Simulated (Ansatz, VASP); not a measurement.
## CaSe: VASP beside Ansatz

```
Ca Se
1.0
     0.00000    3.30000    3.30000
     3.30000    0.00000    3.30000
     3.30000    3.30000    0.00000
Ca Se
1 1
Direct
  0.00000 0.00000 0.00000
  0.75000 0.75000 0.75000
```

Alike in both runs: task single point; functional LDA; k mesh 8 × 8 × 8; occupations gaussian, width 0.05 eV; no spin polarisation.

|  | VASP | Ansatz |
| --- | --- | --- |
| version | VASP 6.6.1 | Ansatz 0.2.0 |
| potentials or method | VASP PAW LDA potentials, release 64 (Ca_sv, Se), cutoff 520 eV | scalar-relativistic, plane waves, PAW |
| valence electrons in the cell | 16 | 26 |

Ansatz gave:

| Item | Value |
| --- | --- |
| gap on the k mesh at the Fermi level (eV) | 2.88 |
| least direct gap on the mesh (eV) | 2.97 |
| pressure (GPa) | -2.7 |

Question: What did VASP give for the same quantities?

Answer: gap on the k mesh at the Fermi level (eV): 2.89; least direct gap on the mesh (eV): 2.99; pressure (GPa): -2.6.

LDA's correlation is that of Perdew and Zunger in VASP and of Perdew and Wang (1992) in Ansatz. VASP's potentials hold 16 valence electrons a cell and Ansatz's 26, so a difference there can come from the potentials and not from the codes.
